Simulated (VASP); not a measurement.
# Ge in VASP: a series of runs

The runs below take Ge through single point, relaxation of cell and atoms, with PBEsol, PBE, r2SCAN, BLYP+D4.

Program: VASP 6.6.1. These are calculated values, not measurements. Logs are shortened: lines on timing, memory, paths and dates and some standing lists are left out, and cuts for length are marked.

## Step 1: The cell of the first run

The structure is monoclinic, space group C2/m (No. 12). Conventional cell: a = 5.261 Å, b = 10.231 Å, c = 3.866 Å, α = 90.00°, β = 131.72°, γ = 90.00°. Within 3.5 Å of Ge (site symmetry m) lie 8 Ge at 2.62 to 3.16 Å. Within 3.6 Å of Ge (site symmetry 2) lie 8 Ge at 2.70 to 3.16 Å.

## Step 2: Single point, PBEsol

Input file INCAR:

```
SYSTEM = Ge
PREC     = Accurate       ! precision mode
ENCUT    = 520            ! plane-wave cutoff, eV
EDIFF    = 1E-6           ! SCF threshold, eV
ISMEAR   = -1             ! smearing method
SIGMA    = 0.05           ! smearing width, eV
LREAL    = .False.        ! projectors in reciprocal space
LASPH    = .True.         ! aspherical terms in the spheres
NELM     = 100            ! most SCF steps
ALGO     = Normal         ! electronic algorithm
ISIF     = 2              ! what is computed and relaxed
LWAVE    = .False.        ! write WAVECAR
LCHARG   = .False.        ! write CHGCAR
GGA      = PS             ! functional
NBANDS   = 36             ! bands
```

Input file KPOINTS:

```
regular mesh
0
Gamma
  6 6 6
  0 0 0
```

Input file POSCAR:

```
Ge
1.0
   -0.0288574000      2.8857400000      5.1156650000
    2.6304970000     -0.0263049700      5.1156650000
    2.6016396000      2.8594350300      0.0000000000
Ge
4
Direct
    0.7268995676      0.2731004324      0.7275801195
    0.2731004324      0.7268995676      0.2724198805
    0.2194183801      0.2194183801      0.7805816199
    0.7805816199      0.7805816199      0.2194183801
```

Potentials or basis: VASP PAW PBE potentials, release 64 (Ge_d).

Launch:

```
> cat potpaw_PBE.64/Ge_d/POTCAR > POTCAR
> mpirun -np 1 vasp_std > vasp.out
```

OUTCAR:

```text
SYSTEM = Ge
   PREC = Accurate
   ENCUT = 520
   EDIFF = 1E-6
   ISMEAR = -1
   LREAL = .False.
   LASPH = .True.
   NELM = 100
   ISIF = 2
   GGA = PS

 ion  position               nearest neighbor table
   1  0.727  0.273  0.728-   2 2.62   2 2.63   2 2.65   3 2.74   4 2.74
   2  0.273  0.727  0.272-   1 2.62   1 2.63   1 2.65   3 2.74   4 2.74
   3  0.219  0.219  0.781-   4 2.70   4 2.70   1 2.74   2 2.74
   4  0.781  0.781  0.219-   3 2.70   3 2.70   1 2.74   2 2.74

  LATTYP: Found a base centered monoclinic cell.
 ALAT       =     5.2612570431
 B/A-ratio  =     1.9446550351
 C/A-ratio  =     0.7347793581
 COS(beta)  =    -0.6655477855

  Lattice vectors:

 A1 = (  -2.6304970000,   0.0263049700,  -5.1156650000)
 A2 = (  -2.6304970000,   0.0263049700,   5.1156650000)
 A3 = (   2.6016396000,   2.8594350300,   0.0000000000)

Analysis of symmetry for initial positions (statically):
=====================================================================
 Subroutine PRICEL returns:
 Original cell was already a primitive cell.

 Routine SETGRP: Setting up the symmetry group for a
 base centered monoclinic supercell.

 Subroutine GETGRP returns: Found  4 space group operations
 (whereof  4 operations were pure point group operations)
 out of a pool of  4 trial point group operations.

The static configuration has the point symmetry C_2h.

Analysis of symmetry for dynamics (positions and initial velocities):
=====================================================================
 Subroutine PRICEL returns:
 Original cell was already a primitive cell.

 Routine SETGRP: Setting up the symmetry group for a
 base centered monoclinic supercell.

 Subroutine GETGRP returns: Found  4 space group operations
 (whereof  4 operations were pure point group operations)
 out of a pool of  4 trial point group operations.

The dynamic configuration has the point symmetry C_2h.

 Subroutine INISYM returns: Found  4 space group operations
 (whereof  4 operations are pure point group operations),
 and found     1 'primitive' translations

----------------------------------------------------------------------------------------

                                     Primitive cell

  volume of cell :      77.6575

  direct lattice vectors                    reciprocal lattice vectors
    -0.028857400  2.885740000  5.115665000    -0.188364327  0.171382140  0.097739004
     2.630497000 -0.026304970  5.115665000     0.188364327 -0.171382140  0.097739004
     2.601639600  2.859435030  0.000000000     0.191829990  0.175184083 -0.097739004

  length of vectors
     5.873530156  5.752411217  3.865863073     0.272774395  0.272774395  0.277562823

  position of ions in fractional coordinates (direct lattice)
     0.726899568  0.273100432  0.727580119
     0.273100432  0.726899568  0.272419881
     0.219418380  0.219418380  0.780581620
     0.780581620  0.780581620  0.219418380

  ion indices of the primitive-cell ions
   primitive index   ion index
                 1           1
                 2           2
                 3           3
                 4           4

----------------------------------------------------------------------------------------

 KPOINTS: regular mesh

Automatic generation of k-mesh.
 Grid dimensions read from file:
 generate k-points for:    6    6    6

 Generating k-lattice:

  Cartesian coordinates                     Fractional coordinates (reciprocal lattice)
    -0.031394055  0.028563690  0.016289834     0.166666667  0.000000000  0.000000000
     0.031394055 -0.028563690  0.016289834     0.000000000  0.166666667  0.000000000
     0.031971665  0.029197347 -0.016289834     0.000000000  0.000000000  0.166666667

  Length of vectors
     0.045462399  0.045462399  0.046260470

  Shift w.r.t. Gamma in fractional coordinates (k-lattice)
     0.000000000  0.000000000  0.000000000

 Subroutine IBZKPT returns following result:
 ===========================================

 Found     68 irreducible k-points:

 Following reciprocal coordinates:
            Coordinates               Weight
  0.000000  0.000000  0.000000      1.000000
  0.166667  0.000000  0.000000      4.000000
  0.333333 -0.000000  0.000000      4.000000
  0.500000 -0.000000  0.000000      2.000000
  0.166667  0.166667  0.000000      2.000000
  0.333333  0.166667  0.000000      4.000000
[... 16 lines left out ...]
 -0.333333  0.166667  0.166667      4.000000
 -0.166667  0.166667  0.166667      4.000000
 [... further k-points ...]
   k-points           NKPTS =     68   k-points in BZ     NKDIM =     68   number of bands    NBANDS=     36
   number of dos      NEDOS =    301   number of ions     NIONS =      4
   total plane-waves  NPLWV =  69120
   dimension x,y,z NGX =    48 NGY =   48 NGZ =   30
   dimension x,y,z NGXF=    96 NGYF=   96 NGZF=   60
   ions per type =               4
   NGX,Y,Z   is equivalent  to a cutoff of  13.59, 13.87, 12.90 a.u.
   NGXF,Y,Z  is equivalent  to a cutoff of  27.17, 27.74, 25.80 a.u.
 SYSTEM =  Ge
   PREC   = accura    normal or accurate (medium, high low for compatibility)
   ISTART =      0    job   : 0-new  1-cont  2-samecut
   ICHARG =      2    charge: 1-file 2-atom 10-const
   ISPIN  =      1    spin polarized calculation?
   LNONCOLLINEAR =      F non collinear calculations
   LSORBIT =      F    spin-orbit coupling
   LASPH  =      T    aspherical Exc in radial PAW
   ENCUT  =  520.0 eV  38.22 Ry    6.18 a.u.  10.92 10.70  7.19*2*pi/ulx,y,z
   NELM   =    100;   NELMIN=  2; NELMDL= -5     # of ELM steps
   EDIFF  = 0.1E-05   stopping-criterion for ELM
   LREAL  =      F    real-space projection
   EDIFFG = 0.1E-04   stopping-criterion for IOM
   NSW    =      0    number of steps for IOM
   IBRION =     -1    ionic relax: 0-MD 1-quasi-New 2-CG
   NFREE  =      0    steps in history (QN), initial steepest desc. (CG)
   ISIF   =      2    stress and relaxation
   ISYM   =      2    0-nonsym 1-usesym 2-fastsym
   POTIM  = 0.5000    time-step for ionic-motion
   TEBEG  =    0.0;   TEEND  =   0.0 temperature during run
   PSTRESS=    0.0 pullay stress
   NELECT =      56.0000    total number of electrons
   NUPDOWN=      -1.0000    fix difference up-down
   EMIN   =  10.00;   EMAX   =-10.00  energy-range for DOS
   EFERMI =   0.00;   METHOD = LEGACY
   ISMEAR =    -1;   SIGMA  =   0.05  broadening in eV -4-tet -1-fermi 0-gaus
   EFERMI_NEDOS =   21; number of points for ismear=-14 and -15
   IALGO  =     38    algorithm
   IMIX   =      4    mixing-type and parameters
     AMIX     =   0.40;   BMIX     =  1.00
     AMIX_MAG =   1.60;   BMIX_MAG =  1.00
  volume/ion in A,a.u.               =      19.41       131.01
  Fermi-wavevector in a.u.,A,eV,Ry     =   1.468057  2.774226 29.323163  2.155192
  Thomas-Fermi vector in A             =   2.583601
   LORBIT       =      0    0 simple, 1 ext, 2 COOP (PROOUT), +10 PAW based schemes
   GGA     = PS    functional components
   LHFCALC =     F    Hartree Fock is set to
   AEXX    =    0.0000 exact exchange contribution
   IVDW    =     0    specifies the selected vdW correction
   LEPSILON=     F    determine dielectric tensor
   LRPA    =     F    only Hartree local field effects (RPA)
 non-spin polarized calculation
  energy-cutoff  :      520.00
  volume of cell :       77.66
 maximum number of plane-waves:      2108
 NGX is ok and might be reduce to    48
   NGX = 21   NGY = 21   NGZ = 15

 number of electron      55.9999997 magnetization

 Free energy of the ion-electron system (eV)
  ---------------------------------------------------
  ext. energy  EPLUGINS =         0.00000000
  ---------------------------------------------------
  free energy    TOTEN  =       -18.98513564 eV

  energy without entropy =      -18.97137010  energy(sigma->0) =      -18.97825287

 E-fermi :   6.2148     XC(G=0): -11.2299

 val. band max:        6.2141543583   @ k =  -0.1667   0.0000   0.3333
 cond. band min:       6.2245827123   @ k =   0.1667   0.0000   0.5000
 fundamental gap:      0.0104283540
 Fermi energy:         6.2148253378

 k-point     1 :       0.0000    0.0000    0.0000
  band No.  band energies     occupation
      1     -18.5050      2.00000
      2     -18.4532      2.00000
      3     -18.4200      2.00000
      4     -18.4113      2.00000
      5     -18.4056      2.00000
      6     -18.4007      2.00000
[... 28 lines left out ...]
     35      13.3928      0.00000
     36      13.5353      0.00000

 k-point     2 :       0.1667    0.0000    0.0000
  band No.  band energies     occupation
      1     -18.4886      2.00000
      2     -18.4443      2.00000
      3     -18.4202      2.00000
      4     -18.4092      2.00000
      5     -18.3995      2.00000
      6     -18.3991      2.00000
[... 28 lines left out ...]
     35      12.6579      0.00000
     36      13.1885      0.00000

 k-point     3 :       0.3333   -0.0000    0.0000
  band No.  band energies     occupation
      1     -18.4452      2.00000
      2     -18.4239      2.00000
      3     -18.4228      2.00000
      4     -18.4086      2.00000
      5     -18.3909      2.00000
      6     -18.3809      2.00000
[... 28 lines left out ...]
     35      12.6554      0.00000
     36      12.9544      0.00000

 k-point     4 :       0.5000   -0.0000    0.0000
  band No.  band energies     occupation
      1     -18.4256      2.00000
      2     -18.4197      2.00000
      3     -18.4019      2.00000
      4     -18.3906      2.00000
      5     -18.3859      2.00000
      6     -18.3713      2.00000
[... 28 lines left out ...]
     35      12.4429      0.00000
     36      12.7570      0.00000

 k-point     5 :       0.1667    0.1667    0.0000
  band No.  band energies     occupation
      1     -18.5032      2.00000
      2     -18.4518      2.00000
      3     -18.4136      2.00000
      4     -18.4097      2.00000
      5     -18.4023      2.00000
      6     -18.4023      2.00000
[... 655 lines left out ...]
 k-point    22 :       0.5000    0.1667    0.1667
  band No.  band energies     occupation
      1     -18.4689      2.00000
      2     -18.4253      2.00000
      3     -18.4157      2.00000
      4     -18.4094      2.00000
      5     -18.3891      2.00000
      6     -18.3799      2.00000
[... 28 lines left out ...]
     35      12.9388      0.00000
     36      13.7586      0.00000

 k-point    23 :      -0.3333    0.1667    0.1667
  band No.  band energies     occupation
      1     -18.4420      2.00000
      2     -18.4235      2.00000
      3     -18.4148      2.00000
      4     -18.4024      2.00000
      5     -18.3836      2.00000
      6     -18.3765      2.00000
[... 28 lines left out ...]
     35      12.5481      0.00000
     36      13.4020      0.00000

 k-point    24 :      -0.1667    0.1667    0.1667
  band No.  band energies     occupation
      1     -18.4374      2.00000
      2     -18.4312      2.00000
      3     -18.4195      2.00000
      4     -18.4023      2.00000
      5     -18.3975      2.00000
      6     -18.3752      2.00000
[... 28 lines left out ...]
     35      13.4185      0.00000
     36      13.7119      0.00000

 [... further k-points ...]
[... 5 lines left out ...]
  --------------------------------------------------------------------------------------
  -------------------------------------------------------------------------------------
  Total       -0.8116274     -1.9685238     -2.3743020      0.5384881     -0.0000000     -0.0000000
  in kB      -16.7449406    -40.6132340    -48.9849725     11.1097167     -0.0000000     -0.0000000
  external PRESSURE =     -35.4477157 kB  Pullay stress =       0.0000000 kB

 VOLUME and BASIS-vectors are now :
 -----------------------------------------------------------------------------
  energy-cutoff  :      520.00
  volume of cell :       77.66
      direct lattice vectors                 reciprocal lattice vectors
    -0.028857400  2.885740000  5.115665000    -0.188364327  0.171382140  0.097739004
     2.630497000 -0.026304970  5.115665000     0.188364327 -0.171382140  0.097739004
     2.601639600  2.859435030  0.000000000     0.191829990  0.175184083 -0.097739004

 POSITION                                       TOTAL-FORCE (eV/Angst)
 -----------------------------------------------------------------------------------
      2.59031      4.17093      5.11566         0.003584     -0.000198      0.000000
      2.61296      1.54794      5.11566        -0.003584      0.000198      0.000000
      2.60164      2.85944      2.24494        -0.000000     -0.000000     -0.001720
      2.60164      2.85944      7.98639         0.000000      0.000000      0.001720
 -----------------------------------------------------------------------------------
    total drift:                                0.000000      0.000000      0.000000

  FREE ENERGIE OF THE ION-ELECTRON SYSTEM (eV)
  ---------------------------------------------------
  free  energy   TOTEN  =       -18.9851356399 eV

  energy  without entropy=      -18.9713700980  energy(sigma->0) =      -18.97825287
```

It took 2.7 min on 1 thread of Intel Xeon Platinum 8488C (Sapphire Rapids), shared host; peak memory 0.32 GiB.

Results:

| Property | Result |
| --- | --- |
| Free energy | -18.9851 eV |
| Pressure | -3.5 GPa |
| Largest force | 0.004 eV/Å |
| Band gap on the k mesh | zero (band 28 reaches 7.60 eV, above the bottom of band 29 at 4.31 eV) |

Forces on the atoms (eV/Å):
```
Ge   0.004  0.000  0.000
Ge  -0.004  0.000  0.000
Ge   0.000  0.000 -0.002
Ge   0.000  0.000  0.002
```

Stress tensor (GPa, compression positive):
```
-1.67  1.11  0.00
 1.11 -4.06  0.00
 0.00  0.00 -4.90
```

Caveat: the PAW data sets were made with another functional, which shifts forces and pressure a little.

## Step 3: Single point, PBE (atoms moved at random)

Input file INCAR:

```
ALGO = Normal ; EDIFF = 1E-7
ENCUT = 520 ; GGA = PE
ISIF = 2 ; ISMEAR = -1
LASPH = T ; LCHARG = T
LELF = T ; LREAL = F
LVHAR = T ; LWAVE = F
NBANDS = 36 ; NELM = 100
PREC = Accurate ; SIGMA = 0.05
```

Input file KPOINTS:

```
k-points
0
Gamma
  7 7 7
```

Input file POSCAR:

```
Ge
1.0
    0.0000000000      2.8857400000      5.1156650000
    2.6304970000      0.0000000000      5.1156650000
    2.6304970000      2.8857400000      0.0000000000
Ge
4
Direct
    0.7327300000      0.2710040000      0.7234450000
    0.2912110000      0.7162850000      0.2649330000
    0.2228240000      0.2082770000      0.7845330000
    0.7898500000      0.7744560000      0.2119070000
```

Potentials or basis: VASP PAW PBE potentials, release 64 (Ge_d).

Launch:

```
> cat potpaw_PBE.64/Ge_d/POTCAR > POTCAR
> mpirun -np 1 vasp_std > vasp.out
```

Run time: 18 min. Hardware: 1 thread of AMD EPYC 7R13, shared host; peak memory 0.45 GiB.

Results (log left out):

* Free energy: -17.1432 eV
* Pressure: 0.2 GPa
* Largest force: 0.209 eV/Å
* Band gap on the k mesh: zero (band 28 reaches 7.35 eV, above the bottom of band 29 at 4.70 eV)

Forces on the atoms (eV/Å):
```
Ge  -0.149 -0.001 -0.083
Ge   0.153  0.006 -0.113
Ge  -0.058 -0.026  0.200
Ge   0.055  0.021 -0.003
```

Stress tensor (GPa, compression positive):
```
-0.50 -0.01  0.03
-0.01  0.79 -0.16
 0.03 -0.16  0.31
```

Levels at points of the mesh, in eV from the Fermi level:
| k point | band 24 | band 25 | band 26 | band 27 | band 28 | band 29 | band 30 | band 31 | band 32 | band 33 |
| --- | --- | --- | --- | --- | --- | --- | --- | --- | --- | --- |
| (0.00, 0.00, 0.00) | -3.78 | -2.82 | -2.31 | -1.93 | -1.76 | -1.52 | 2.91 | 3.75 | 4.11 | 6.23 |

Caveat: the cell differs from its parent crystal (atoms moved at random).

## Step 4: Single point, r2SCAN

This run uses another cell than the first one, of 20.58 Å³/atom, 1.060 times its volume.

Input file POSCAR:

```
Ge
1.0
    0.0000000000      2.9423375062      5.2159976292
    2.6820884705      0.0000000000      5.2159976292
    2.6820884705      2.9423375062      0.0000000000
Ge
4
Direct
    0.7264900000      0.2735100000      0.7264900000
    0.2735100000      0.7264900000      0.2735100000
    0.2181330000      0.2181330000      0.7818670000
    0.7818670000      0.7818670000      0.2181330000
```

Input file INCAR.step1:

```
ALGO = Normal
EDIFF = 1E-4
ENCUT = 520
GGA = PE
ISMEAR = -1
LASPH = True
LCHARG = False
LREAL = False
LWAVE = True
NBANDS = 36
NELM = 100
PREC = Accurate
SIGMA = 0.05
```

Input file INCAR.step2:

```
ALGO = Normal
EDIFF = 1E-6
ENCUT = 520
ISIF = 2
ISMEAR = -1
ISTART = 1
LASPH = True
LCHARG = True
LELF = True
LMIXTAU = True
LREAL = False
LVHAR = True
LWAVE = False
METAGGA = R2SCAN
NBANDS = 36
NELM = 100
PREC = Accurate
SIGMA = 0.05
```

KPOINTS is that of step 3.

Potentials or basis: VASP PAW PBE potentials, release 64 (Ge_d).

Launch:

```
> cat potpaw_PBE.64/Ge_d/POTCAR > POTCAR
> cp INCAR.step1 INCAR
> mpirun -np 1 vasp_std > vasp.out
> cp INCAR.step2 INCAR
> mpirun -np 1 vasp_std > vasp.out
```

OUTCAR:

```text
EDIFF = 1E-6
   ENCUT = 520
   ISIF = 2
   ISMEAR = -1
   ISTART = 1
   LASPH = True
   LREAL = False
   METAGGA = R2SCAN
   NELM = 100
   PREC = Accurate

 ion  position               nearest neighbor table
   1  0.726  0.274  0.726-   2 2.67   2 2.70   2 2.70   3 2.79   4 2.79
   2  0.274  0.726  0.274-   1 2.67   1 2.70   1 2.70   3 2.79   4 2.79
   3  0.218  0.218  0.782-   4 2.76   4 2.76   1 2.79   2 2.79
   4  0.782  0.782  0.218-   3 2.76   3 2.76   1 2.79   2 2.79

  LATTYP: Found a face centered orthorhombic cell.
 ALAT       =     5.3641769410
[... 1129 lines left out ...]

 [... further k-points ...]
[... 5 lines left out ...]
  --------------------------------------------------------------------------------------
  -------------------------------------------------------------------------------------
  Total       -3.4796579     -2.8543412     -2.5982159      0.0000000      0.0000000      0.0000000
  in kB      -67.7195657    -55.5499290    -50.5653302      0.0000000      0.0000000      0.0000000
  external PRESSURE =     -57.9449416 kB  Pullay stress =       0.0000000 kB

 VOLUME and BASIS-vectors are now :
 -----------------------------------------------------------------------------
  energy-cutoff  :      520.00
  volume of cell :       82.33
      direct lattice vectors                 reciprocal lattice vectors
     0.000000000  2.942337506  5.215997629    -0.186421889  0.169932919  0.095858939
     2.682088471  0.000000000  5.215997629     0.186421889 -0.169932919  0.095858939
     2.682088471  2.942337506  0.000000000     0.186421889  0.169932919 -0.095858939

 POSITION                                       TOTAL-FORCE (eV/Angst)
 -----------------------------------------------------------------------------------
      2.68209      4.27516      5.21600         0.000000     -0.044402      0.000000
      2.68209      1.60952      5.21600         0.000000      0.044402      0.000000
      2.68209      2.94234      2.27556         0.000000      0.000000     -0.088287
      2.68209      2.94234      8.15643         0.000000      0.000000      0.088287
 -----------------------------------------------------------------------------------
    total drift:                                0.000000      0.000000      0.000000

  FREE ENERGIE OF THE ION-ELECTRON SYSTEM (eV)
  ---------------------------------------------------
  free  energy   TOTEN  =       -53.9119310838 eV

  energy  without entropy=      -53.9010134499  energy(sigma->0) =      -53.90647227
```

It used 1600 s of CPU time on 1 thread of AMD EPYC 7R13 Processor (Zen 3) (shared host).

What came out:

```
Free energy            : -53.9119 eV
Pressure               : -5.8 GPa
Largest force          : 0.088 eV/Å
Band gap on the k mesh : zero (band 28 reaches 6.67 eV, above the bottom of band 29 at 3.93 eV)
```

Forces in eV/Å, atoms in the order of the input:
```
Ge   0.000 -0.044  0.000
Ge   0.000  0.044  0.000
Ge   0.000  0.000 -0.088
Ge   0.000  0.000  0.088
```

Stress tensor (GPa, compression positive):
```
-6.77  0.00  0.00
 0.00 -5.55  0.00
 0.00  0.00 -5.06
```

Levels at points of the mesh, in eV from the Fermi level:
```
           k point  band 26  band 27  band 28  band 29  band 30  band 31
(0.00, 0.00, 0.00)    -2.31    -1.96    -1.83    -1.57     3.48     4.11
```

Caveat: the PAW data sets were made with another functional, which shifts forces and pressure a little.

(Part 1 of 2 ends here.)
